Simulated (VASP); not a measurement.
TaN: single point with PBE

The system is TaN.

```xyz
6
Lattice="5.2155 0.0000 0.0000 -2.6078 4.5168 0.0000 0.0000 0.0000 2.9156" Properties=species:S:1:pos:R:3 pbc="T T T"
Ta    0.0000    0.0000    0.0000
Ta    2.6078    1.5056    1.4578
Ta    0.0000    3.0112    1.4578
N    -1.0245    1.7744    0.0000
N     1.5833    2.7424    0.0000
N     2.0489    0.0000    0.0000
```

```
Program                : VASP 6.6.1
Task                   : single point
Functional             : PBE
Potentials or basis    : VASP PAW PBE potentials, release 64 (Ta_pv, N)
Cutoff                 : 520 eV
k mesh                 : 6 × 6 × 9
Occupations            : fermi-dirac, width 0.05 eV
Spin                   : no spin polarisation
Dipole correction      : no
Further INCAR settings : ALGO = Normal; EDIFF = 1e-07; NBANDS = 33
```

```yaml
Pressure: 2.7 GPa
Largest_force: 0.003 eV/Å
Band_gap_on_the_k_mesh: zero (band 24 reaches 9.98 eV, above the bottom of band 25 at 6.90 eV)
```

Forces on the atoms (eV/Å):
```
Ta   0.000  0.000  0.000
Ta   0.000  0.000  0.000
Ta   0.000  0.000  0.000
N    0.002 -0.003  0.000
N    0.002  0.003  0.000
N   -0.003  0.000  0.000
```

Stress tensor (GPa, compression positive):
```
2.74 0.00 0.00
0.00 2.74 0.00
0.00 0.00 2.63
```

Levels at points of the mesh, in eV from the Fermi level:
| k point | band 22 | band 23 | band 24 | band 25 | band 26 | band 27 |
| --- | --- | --- | --- | --- | --- | --- |
| (0.00, 0.00, 0.00) | -3.28 | -1.89 | -0.89 | -0.89 | 0.64 | 0.64 |
| (0.50, 0.00, 0.00) | -3.82 | -2.80 | -2.58 | 1.22 | 1.82 | 1.92 |

It took 33 s on 1 thread of Intel(R) Xeon(R) 6975P-C (Granite Rapids) (shared host), peak memory 0.22 GiB.

Caveat: spin-orbit coupling is left out, which moves the levels of the heavy elements.
